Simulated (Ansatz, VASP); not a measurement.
One calculation of Ru, two programs

File INCAR:

```
ALGO = Fast
EDIFF = 1E-7
ENCUT = 520
ISIF = 2
ISMEAR = 0
LASPH = True
LCHARG = False
LREAL = False
LWAVE = False
NBANDS = 21
NELM = 60
PREC = Accurate
SIGMA = 0.15
```

Contents of KPOINTS:

```
k-points
0
Gamma
  21 21 10
```

Contents of POSCAR:

```
Ru
1.0
    2.6740588025      0.0000000000      0.0000000000
   -1.3370294013      2.3158028542      0.0000000000
    0.0000000000      0.0000000000      4.2267610266
Ru
2
Direct
    0.2984425524      0.6666666667      0.2500000000
    0.7015574476      0.3333333333      0.7500000000
```

Input for Ansatz:

```yaml
crystal:
  lattice:
    - [2.6740588025, 0.0, 0.0]
    - [-1.3370294013, 2.3158028542, 0.0]
    - [0.0, 0.0, 4.2267610266]
  atoms:
    - { symbol: Ru, position: [0.2984425524, 0.6666666667, 0.25] }
    - { symbol: Ru, position: [0.7015574476, 0.3333333333, 0.75] }
basis:
  ecutwfc: 420
kpoints:
  mp_grid: { grid: [21, 21, 10] }
hamiltonian:
  xc: lda
  pseudopotentials: { kind: paw, azcp: { folder: soft_1 } }
scf:
  occupations: { method: gaussian, width: 0.15 }
output:
  forces: true
  stress: true
  eigenvalues: true
```

Change from the starting cell: mode 4 frozen in at -0.093 Å and mode 5 at +0.000 Å (largest displacements).

Alike in both runs: task single point; functional LDA; k mesh 21 × 21 × 10; occupations gaussian, width 0.15 eV; no spin polarisation.

|  | VASP | Ansatz |
| --- | --- | --- |
| version | VASP 6.6.1 | Ansatz 0.2.0 |
| potentials or method | VASP PAW LDA potentials, release 64 (Ru_pv), cutoff 520 eV | scalar-relativistic, plane waves, PAW |
| valence electrons in the cell | 28 | 32 |

|  | VASP | Ansatz | Ansatz less VASP |
| --- | --- | --- | --- |
| gap on the k mesh at the Fermi level (eV) | none | none | - |
| pressure (GPa) | 2.9 | 2.0 | -0.96 |
| traceless stress, the component that is largest in VASP (GPa) | 3.64 | 3.55 | -0.091 |
| rms of the force components (eV/Å) | 0.823 | 0.820 | -0.0028 |

Ansatz warns that its potentials were made for another functional, while VASP's fit it. LDA's correlation is that of Perdew and Zunger in VASP and of Perdew and Wang (1992) in Ansatz. Atom by atom the forces differ by 0.004 eV/Å (rms over components). A gap of «none» marks a metal or a gap that the smearing closes. VASP's potentials hold 28 valence electrons a cell and Ansatz's 32, so a difference there can come from the potentials and not from the codes.
